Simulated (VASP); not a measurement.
Wanted: the native input for a VASP 6.6.1 run.

```yaml
Task: single point
Functional: r2SCAN
Potentials_or_basis: VASP PAW PBE potentials, release 64 (B, As)
Cutoff: 520 eV
k_mesh: 15 × 15 × 15
Occupations: fermi-dirac, width 0.1 eV
Spin: no spin polarisation
Dipole_correction: no
Further_INCAR_settings: ALGO = Normal; EDIFF = 1e-06; NBANDS = 11
```

Crystal: BAs (zincblende type).

```xyz
2
Lattice="0.0000 1.8329 1.8329 1.8329 0.0000 1.8329 1.8329 1.8329 0.0000" Properties=species:S:1:pos:R:3 pbc="T T T"
B     0.0000    0.0000    0.0000
As    0.9165    0.9165    0.9165
```

The input as run:

POSCAR

```
BAs
1.0
    0.0000000000      1.8329025401      1.8329025401
    1.8329025401      0.0000000000      1.8329025401
    1.8329025401      1.8329025401      0.0000000000
B As
1 1
Direct
    0.0000000000      0.0000000000      0.0000000000
    0.2500000000      0.2500000000      0.2500000000
```

INCAR.step1

```
SYSTEM = BAs
PREC     = Accurate       ! precision mode
ENCUT    = 520            ! plane-wave cutoff, eV
ISMEAR   = -1             ! smearing method
SIGMA    = 0.1            ! smearing width, eV
LREAL    = .False.        ! projectors in reciprocal space
LASPH    = .True.         ! aspherical terms in the spheres
NELM     = 80             ! most SCF steps
NBANDS   = 11             ! bands
GGA      = PE             ! functional
ALGO     = Normal         ! electronic algorithm
EDIFF    = 1E-4           ! SCF threshold, eV
LWAVE    = .True.         ! write WAVECAR
LCHARG   = .False.        ! write CHGCAR
```

INCAR.step2

```
SYSTEM = BAs
PREC     = Accurate       ! precision mode
ENCUT    = 520            ! plane-wave cutoff, eV
EDIFF    = 1E-6           ! SCF threshold, eV
ISMEAR   = -1             ! smearing method
SIGMA    = 0.1            ! smearing width, eV
LREAL    = .False.        ! projectors in reciprocal space
LASPH    = .True.         ! aspherical terms in the spheres
NELM     = 80             ! most SCF steps
ALGO     = Normal         ! electronic algorithm
ISIF     = 2              ! what is computed and relaxed
LWAVE    = .False.        ! write WAVECAR
LCHARG   = .False.        ! write CHGCAR
METAGGA  = R2SCAN         ! meta-GGA
LMIXTAU  = .True.       
NBANDS   = 11             ! bands
ISTART   = 1
```

KPOINTS

```
Automatic mesh
0
Gamma
  15 15 15
  0 0 0
```

Potentials or basis: VASP PAW PBE potentials, release 64 (B, As).

Run with:

```sh
$ cat potpaw_PBE.64/B/POTCAR potpaw_PBE.64/As/POTCAR > POTCAR
$ cp INCAR.step1 INCAR
$ mpirun -np 1 vasp_std > vasp.out
$ cp INCAR.step2 INCAR
$ mpirun -np 1 vasp_std > vasp.out
```

Results of the run:

```json
{"Pressure": "541.0 GPa", "Band gap on the k mesh": "0.45 eV (least direct gap 5.42 eV)"}
```

Caveat: the cell stands under pressure; the PAW data sets were made with another functional, which shifts forces and pressure a little; an odd mesh through Γ misses points on the zone boundary, where band edges can lie.

Run time: 110 s on 1 thread of Intel Xeon 8259CL, on a shared host, peak memory 0.14 GiB.
